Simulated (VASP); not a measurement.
# MgZn4O (I4/m) in VASP: relaxation of cell and atoms with PBE

Aim: the relaxation of cell and atoms of MgZn4O with PBE.

Everything below comes from runs of VASP 6.6.1. Logs are shortened: lines on timing, memory, paths and dates and some standing lists are left out, and cuts for length are marked.

### 1 The cell of the first run

The structure is tetragonal, space group I4/m (No. 87). The conventional cell has a = 6.330 Å, b = 6.330 Å, c = 4.010 Å, α = 90.00°, β = 90.00°, γ = 90.00°. Within 2.7 Å of Mg (site symmetry 4/m) lie 2 O at 2.00 Å. Zn (site symmetry m) has 1 O at 2.00 Å within 2.7 Å. O (site symmetry 4/m) has 4 Zn at 2.00 Å and 2 Mg at 2.00 Å within 2.7 Å.

### 2 Relaxation of cell and atoms, PBE

Contents of INCAR:

```
PREC = Accurate ; ENCUT = 600
EDIFF = 1E-6 ; ISMEAR = 0
SIGMA = 0.2 ; LREAL = F
LASPH = T ; NELM = 60
ALGO = Normal ; ISIF = 3
LWAVE = F ; LCHARG = F
GGA = PE ; IBRION = 2
NSW = 36 ; EDIFFG = -0.08
```

Contents of KPOINTS:

```
regular mesh
0
Gamma
  5 5 5
```

Contents of POSCAR:

```
MgZn4O
1.0
   -3.1650000000      3.1650000000      2.0050000000
    3.1650000000     -3.1650000000      2.0050000000
    3.1650000000      3.1650000000     -2.0050000000
Mg Zn O
1 4 1
Direct
    0.0000000000      0.0000000000      0.0000000000
    0.8000000000      0.4000000000      0.2000000000
    0.2000000000      0.6000000000      0.8000000000
    0.6000000000      0.8000000000      0.4000000000
    0.4000000000      0.2000000000      0.6000000000
    0.5000000000      0.5000000000      0.0000000000
```

Potentials or basis: VASP PAW PBE potentials, release 64 (Mg, Zn, O).

Launch:

```bash
$ cat potpaw_PBE.64/Mg/POTCAR potpaw_PBE.64/Zn/POTCAR potpaw_PBE.64/O/POTCAR > POTCAR
$ mpirun -np 1 vasp_std > vasp.out
```

OUTCAR:

```text
PREC = Accurate
   ENCUT = 600
   EDIFF = 1E-6
   ISMEAR = 0
   LREAL = F
   LASPH = T
   NELM = 60
   ISIF = 3
   GGA = PE
   IBRION = 2
   NSW = 36
   EDIFFG = -0.08

 ion  position               nearest neighbor table
   1  0.000  0.000  0.000-   6 2.00   6 2.00   4 2.83   5 2.83   3 2.83   2 2.83   4 2.83   4 2.83
                             5 2.83   5 2.83   2 2.83   3 2.83   2 2.83   3 2.83
   2  0.800  0.400  0.200-   6 2.00   4 2.83   3 2.83   5 2.83   1 2.83   5 2.83   1 2.83   4 2.83
                             3 2.83   1 2.83   5 2.83   4 2.83   3 2.83
   3  0.200  0.600  0.800-   6 2.00   5 2.83   2 2.83   4 2.83   1 2.83   4 2.83   1 2.83   2 2.83
                             5 2.83   1 2.83   4 2.83   5 2.83   2 2.83
   4  0.600  0.800  0.400-   6 2.00   2 2.83   1 2.83   3 2.83   5 2.83   5 2.83   5 2.83   1 2.83
                             3 2.83   1 2.83   2 2.83   3 2.83   2 2.83
   5  0.400  0.200  0.600-   6 2.00   3 2.83   1 2.83   2 2.83   4 2.83   4 2.83   4 2.83   2 2.83
                             1 2.83   1 2.83   3 2.83   2 2.83   3 2.83
   6  0.500  0.500  0.000-   4 2.00   5 2.00   2 2.00   3 2.00   1 2.00   1 2.00

  LATTYP: Found a body centered tetragonal cell.
 ALAT       =     6.3300000000
 C/A-ratio  =     0.6334913112

  Lattice vectors:

 A1 = (  -3.1650000000,   3.1650000000,   2.0050000000)
 A2 = (   3.1650000000,  -3.1650000000,   2.0050000000)
 A3 = (   3.1650000000,   3.1650000000,  -2.0050000000)

Analysis of symmetry for initial positions (statically):
=====================================================================
 Subroutine PRICEL returns:
 Original cell was already a primitive cell.

 Routine SETGRP: Setting up the symmetry group for a
 body centered tetragonal supercell.

 Subroutine GETGRP returns: Found  8 space group operations
 (whereof  8 operations were pure point group operations)
 out of a pool of 16 trial point group operations.

The static configuration has the point symmetry C_4h.

Analysis of symmetry for dynamics (positions and initial velocities):
=====================================================================
 Subroutine PRICEL returns:
 Original cell was already a primitive cell.

 Routine SETGRP: Setting up the symmetry group for a
 body centered tetragonal supercell.

 Subroutine GETGRP returns: Found  8 space group operations
 (whereof  8 operations were pure point group operations)
 out of a pool of 16 trial point group operations.

The dynamic configuration has the point symmetry C_4h.

 Subroutine INISYM returns: Found  8 space group operations
 (whereof  8 operations are pure point group operations),
 and found     1 'primitive' translations

----------------------------------------------------------------------------------------

                                     Primitive cell

  volume of cell :      80.3381

  direct lattice vectors                    reciprocal lattice vectors
    -3.165000000  3.165000000  2.005000000     0.000000000  0.157977883  0.249376559
     3.165000000 -3.165000000  2.005000000     0.157977883  0.000000000  0.249376559
     3.165000000  3.165000000 -2.005000000     0.157977883  0.157977883  0.000000000

  length of vectors
     4.904536166  4.904536166  4.904536166     0.295204471  0.295204471  0.223414465

  position of ions in fractional coordinates (direct lattice)
     0.000000000  0.000000000  0.000000000
     0.800000000  0.400000000  0.200000000
     0.200000000  0.600000000  0.800000000
     0.600000000  0.800000000  0.400000000
     0.400000000  0.200000000  0.600000000
     0.500000000  0.500000000  0.000000000

  ion indices of the primitive-cell ions
   primitive index   ion index
                 1           1
                 2           2
                 3           3
                 4           4
                 5           5
                 6           6

----------------------------------------------------------------------------------------

 KPOINTS: regular mesh

Automatic generation of k-mesh.
 Grid dimensions read from file:
 generate k-points for:    5    5    5

 Generating k-lattice:

  Cartesian coordinates                     Fractional coordinates (reciprocal lattice)
     0.000000000  0.031595577  0.049875312     0.200000000 -0.000000000  0.000000000
     0.031595577  0.000000000  0.049875312    -0.000000000  0.200000000  0.000000000
     0.031595577  0.031595577  0.000000000     0.000000000  0.000000000  0.200000000

  Length of vectors
     0.059040894  0.059040894  0.044682893

  Shift w.r.t. Gamma in fractional coordinates (k-lattice)
     0.000000000  0.000000000  0.000000000

 Subroutine IBZKPT returns following result:
 ===========================================

 Found     21 irreducible k-points:

 Following reciprocal coordinates:
            Coordinates               Weight
  0.000000  0.000000  0.000000      1.000000
  0.200000 -0.000000  0.000000      8.000000
  0.400000 -0.000000  0.000000      8.000000
  0.200000  0.200000  0.000000      8.000000
  0.400000  0.200000  0.000000      8.000000
 -0.200000 -0.400000 -0.000000      8.000000
[... 13 lines left out ...]
 -0.400000  0.400000  0.400000      4.000000
 -0.400000 -0.400000  0.400000      2.000000
   k-points           NKPTS =     21   k-points in BZ     NKDIM =     21   number of bands    NBANDS=     33
   number of dos      NEDOS =    301   number of ions     NIONS =      6
   total plane-waves  NPLWV =  64000
   dimension x,y,z NGX =    40 NGY =   40 NGZ =   40
   dimension x,y,z NGXF=    80 NGYF=   80 NGZF=   80
   ions per type =               1   4   1
   NGX,Y,Z   is equivalent  to a cutoff of  13.56, 13.56, 13.56 a.u.
   NGXF,Y,Z  is equivalent  to a cutoff of  27.12, 27.12, 27.12 a.u.
 SYSTEM =  unknown system
   PREC   = accura    normal or accurate (medium, high low for compatibility)
   ISTART =      0    job   : 0-new  1-cont  2-samecut
   ICHARG =      2    charge: 1-file 2-atom 10-const
   ISPIN  =      1    spin polarized calculation?
   LNONCOLLINEAR =      F non collinear calculations
   LSORBIT =      F    spin-orbit coupling
   LASPH  =      T    aspherical Exc in radial PAW
   ENCUT  =  600.0 eV  44.10 Ry    6.64 a.u.   9.80  9.80  9.80*2*pi/ulx,y,z
   NELM   =     60;   NELMIN=  2; NELMDL= -5     # of ELM steps
   EDIFF  = 0.1E-05   stopping-criterion for ELM
   LREAL  =      F    real-space projection
   EDIFFG = -.8E-01   stopping-criterion for IOM
   NSW    =     36    number of steps for IOM
   IBRION =      2    ionic relax: 0-MD 1-quasi-New 2-CG
   NFREE  =      1    steps in history (QN), initial steepest desc. (CG)
   ISIF   =      3    stress and relaxation
   ISYM   =      2    0-nonsym 1-usesym 2-fastsym
   POTIM  = 0.5000    time-step for ionic-motion
   TEBEG  =    0.0;   TEEND  =   0.0 temperature during run
   PSTRESS=    0.0 pullay stress
   NELECT =      56.0000    total number of electrons
   NUPDOWN=      -1.0000    fix difference up-down
   EMIN   =  10.00;   EMAX   =-10.00  energy-range for DOS
   EFERMI =   0.00;   METHOD = LEGACY
   ISMEAR =     0;   SIGMA  =   0.20  broadening in eV -4-tet -1-fermi 0-gaus
   EFERMI_NEDOS =   21; number of points for ismear=-14 and -15
   IALGO  =     38    algorithm
   IMIX   =      4    mixing-type and parameters
     AMIX     =   0.40;   BMIX     =  1.00
     AMIX_MAG =   1.60;   BMIX_MAG =  1.00
  volume/ion in A,a.u.               =      13.39        90.36
  Fermi-wavevector in a.u.,A,eV,Ry     =   1.451544  2.743021 28.667208  2.106980
  Thomas-Fermi vector in A             =   2.569029
   LORBIT       =      0    0 simple, 1 ext, 2 COOP (PROOUT), +10 PAW based schemes
   GGA     = PE    functional components
   LHFCALC =     F    Hartree Fock is set to
   AEXX    =    0.0000 exact exchange contribution
   IVDW    =     0    specifies the selected vdW correction
   LEPSILON=     F    determine dielectric tensor
   LRPA    =     F    only Hartree local field effects (RPA)
 conjugate gradient relaxation of ions
 non-spin polarized calculation
 Gauss-broadening in eV      SIGMA  =   0.20
  energy-cutoff  :      600.00
  volume of cell :       80.34
 maximum number of plane-waves:      2689
   NGX = 19   NGY = 19   NGZ = 19

--------------------------------------- Ionic step        1  -------------------------------------------

 number of electron      56.0000006 magnetization

 Free energy of the ion-electron system (eV)
  ---------------------------------------------------
  ext. energy  EPLUGINS =         0.00000000
  ---------------------------------------------------
  free energy    TOTEN  =       -12.67960900 eV

  energy without entropy =      -12.65851166  energy(sigma->0) =      -12.66906033

------------------------ aborting loop because EDIFF is reached ----------------------------------------

  FORCE on cell =-STRESS in cart. coord.  units (eV):
  Direction    XX          YY          ZZ          XY          YZ          ZX
  --------------------------------------------------------------------------------------
  -------------------------------------------------------------------------------------
  Total        8.6993803      8.6993803      3.3409530      0.0000030      0.0000000      0.0000000
  in kB      173.4910615    173.4910615     66.6283645      0.0000607      0.0000000      0.0000000
  external PRESSURE =     137.8701625 kB  Pullay stress =       0.0000000 kB
[... 225 lines left out ...]
  energy  without entropy=      -13.5470487243  energy(sigma->0) =      -13.56260872

--------------------------------------- Ionic step        7  -------------------------------------------

 number of electron      56.0000004 magnetization

 Free energy of the ion-electron system (eV)
  ---------------------------------------------------
  ext. energy  EPLUGINS =         0.00000000
  ---------------------------------------------------
  free energy    TOTEN  =       -13.58402896 eV

  energy without entropy =      -13.55211581  energy(sigma->0) =      -13.56807239

 E-fermi :   2.9806     XC(G=0): -10.8336

 val. band max:        2.9759843062   @ k =  -0.4000   0.4000   0.0000
 cond. band min:       2.9817743219   @ k =  -0.2000   0.2000   0.0000
 fundamental gap:      0.0057900157
 Fermi energy:         2.9806027122

 k-point     1 :       0.0000    0.0000    0.0000
  band No.  band energies     occupation
      1     -16.1071      2.00000
      2      -5.4335      2.00000
      3      -4.6751      2.00000
      4      -4.6751      2.00000
      5      -4.6042      2.00000
      6      -4.5194      2.00000
[... 778 lines left out ...]
  FREE ENERGIE OF THE ION-ELECTRON SYSTEM (eV)
  ---------------------------------------------------
  free  energy   TOTEN  =       -13.5840289634 eV

  energy  without entropy=      -13.5521158084  energy(sigma->0) =      -13.56807239

 reached required accuracy - stopping structural energy minimisation
```

It took 4.3 min on 1 thread of AMD EPYC 9R45 (Zen 5), shared host; peak memory 0.25 GiB.

What came out:

| Property | Result |
| --- | --- |
| Free energy | -13.5840 eV |
| Relaxed volume | 15.01 Å³/atom |
| Relaxed cell | a = 5.166 Å, b = 5.166 Å, c = 5.166 Å, α = 98.42°, β = 98.42°, γ = 135.00° |
| Space group after relaxing (to 0.1 Å) | I4/m (No. 87) |
| Energy gained by relaxing | 150.7 meV/atom |
| Ionic steps | 7 |
| Pressure after relaxing | 0.2 GPa |
| Largest force after relaxing | 0.052 eV/Å |
| Band gap on the k mesh | zero (bands 28 and 29 overlap by 1.86 eV) |

Forces in eV/Å, atoms in the order of the input:
```
Mg   0.000  0.000  0.000
Zn   0.020  0.048  0.000
Zn  -0.020 -0.048  0.000
Zn   0.048 -0.020  0.000
Zn  -0.048  0.020  0.000
O    0.000  0.000  0.000
```

Stress tensor (GPa, compression positive):
```
0.11 0.00 0.00
0.00 0.11 0.00
0.00 0.00 0.45
```

The path:
```
step  energy change (eV)  largest force (eV/Å)  pressure (GPa)  volume (Å³)
   1              0.0000                1.9409           13.79        80.34
   2             -0.8092                0.2853           -2.77        94.44
   3             -0.8135                0.3596           -1.99        93.19
   4             -0.8761                0.2499           -0.78        91.25
   5             -0.8986                0.1306            0.71        89.36
   6             -0.8986                0.1254            0.79        89.29
   7             -0.9044                0.0519            0.22        90.05
```

Final structure:
```
CELL_PARAMETERS angstrom
-3.37457 3.37457 1.97695
3.37457 -3.37457 1.97695
3.37457 3.37457 -1.97695
ATOMIC_POSITIONS crystal
Mg 0.00000 0.00000 0.00000
Zn 0.82114 0.39700 0.21814
Zn 0.17886 0.60300 0.78186
Zn 0.60300 0.82114 0.42414
Zn 0.39700 0.17886 0.57586
O 0.50000 0.50000 0.00000
```

Caveat: the k points lie up to 0.37 Å⁻¹ apart in the final cell, too coarse for converged energies and pressures of a metal; the relaxation stopped at a loose force limit of 0.08 eV/Å, so its end isn't a converged minimum.
